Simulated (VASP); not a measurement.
Write the native input for VASP 6.6.1 that does the following.

```
Task                    : single point
Functional              : PBEsol
Potentials or basis     : VASP PAW PBE potentials, release 64 (Te, Mo_sv)
Cutoff                  : 520 eV
k mesh                  : 9 × 9 × 2
Occupations             : fermi-dirac, width 0.05 eV
Spin                    : no spin polarisation
Hubbard terms           : Mo d U = 4.0 eV
Dipole correction       : no
k mesh for the DOS      : 14 × 14 × 3
Occupations for the DOS : tetrahedron
Further INCAR settings  : ALGO = Normal; EDIFF = 1e-06; NBANDS = 35
```

Crystal: Te2Mo.

```
CELL_PARAMETERS angstrom
3.51820 0.00000 0.00000
-1.75910 3.04685 0.00000
0.00000 0.00000 13.97360
ATOMIC_POSITIONS crystal
Te 0.66667 0.33333 0.37900
Te 0.33333 0.66667 0.87900
Te 0.66667 0.33333 0.12100
Te 0.33333 0.66667 0.62100
Mo 0.66667 0.33333 0.75000
Mo 0.33333 0.66667 0.25000
```

The input as run:

POSCAR

```
Te2Mo
1.0
    3.5182000000      0.0000000000      0.0000000000
   -1.7591000000      3.0468505756      0.0000000000
    0.0000000000      0.0000000000     13.9736000000
Te Mo
4 2
Direct
    0.6666666667      0.3333333333      0.3790000000
    0.3333333333      0.6666666667      0.8790000000
    0.6666666667      0.3333333333      0.1210000000
    0.3333333333      0.6666666667      0.6210000000
    0.6666666667      0.3333333333      0.7500000000
    0.3333333333      0.6666666667      0.2500000000
```

INCAR.step1

```
PREC     = Accurate       # precision mode
ENCUT    = 520            # plane-wave cutoff, eV
EDIFF    = 1E-6           # SCF threshold, eV
ISMEAR   = -1             # smearing method
SIGMA    = 0.05           # smearing width, eV
LREAL    = F              # projectors in reciprocal space
LASPH    = T              # aspherical terms in the spheres
NELM     = 150            # most SCF steps
ALGO     = Normal         # electronic algorithm
ISIF     = 2              # what is computed and relaxed
LWAVE    = F              # write WAVECAR
LCHARG   = T              # write CHGCAR
LMAXMIX  = 4              # l up to which the mixer works
LDAU     = T              # DFT+U
LDAUTYPE = 2            
LDAUL    = -1 2           # shell
LDAUU    = 0 4            # U, eV
LDAUJ    = 0 0          
LDAUPRINT= 1            
GGA      = PS             # functional
NBANDS   = 35             # bands
```

KPOINTS.step1

```
Automatic mesh
0
Gamma
  9 9 2
```

INCAR.step2

```
PREC     = Accurate       # precision mode
ENCUT    = 520            # plane-wave cutoff, eV
EDIFF    = 1E-6           # SCF threshold, eV
ISMEAR   = -5             # smearing method
SIGMA    = 0.05           # smearing width, eV
LREAL    = F              # projectors in reciprocal space
LASPH    = T              # aspherical terms in the spheres
NELM     = 150            # most SCF steps
ALGO     = Normal         # electronic algorithm
ISIF     = 2              # what is computed and relaxed
LWAVE    = F              # write WAVECAR
LCHARG   = F              # write CHGCAR
LMAXMIX  = 4              # l up to which the mixer works
LDAU     = T              # DFT+U
LDAUTYPE = 2            
LDAUL    = -1 2           # shell
LDAUU    = 0 4            # U, eV
LDAUJ    = 0 0          
LDAUPRINT= 1            
GGA      = PS             # functional
LORBIT   = 11             # projections on sites
NBANDS   = 35             # bands
NEDOS    = 1001           # points of the DOS
ICHARG   = 11             # starting density
```

KPOINTS.step2

```
Automatic mesh
0
Gamma
  14 14 3
```

Potentials or basis: VASP PAW PBE potentials, release 64 (Te, Mo_sv).

Launch:

```bash
$ cat potpaw_PBE.64/Te/POTCAR potpaw_PBE.64/Mo_sv/POTCAR > POTCAR
$ cp INCAR.step1 INCAR
$ cp KPOINTS.step1 KPOINTS
$ mpirun -np 1 vasp_std > vasp.out
$ cp INCAR.step2 INCAR
$ cp KPOINTS.step2 KPOINTS
$ mpirun -np 1 vasp_std > vasp.out
```

Results of the run:

The valence electrons inside the program's atomic spheres are Te 3.43; Mo 12.32.

Caveat: the U is typed as a test and isn't derived for this compound.

It took 2.1 min on 1 thread of Intel(R) Xeon(R) 6975P-C (Granite Rapids) (shared host), peak memory 0.38 GiB.
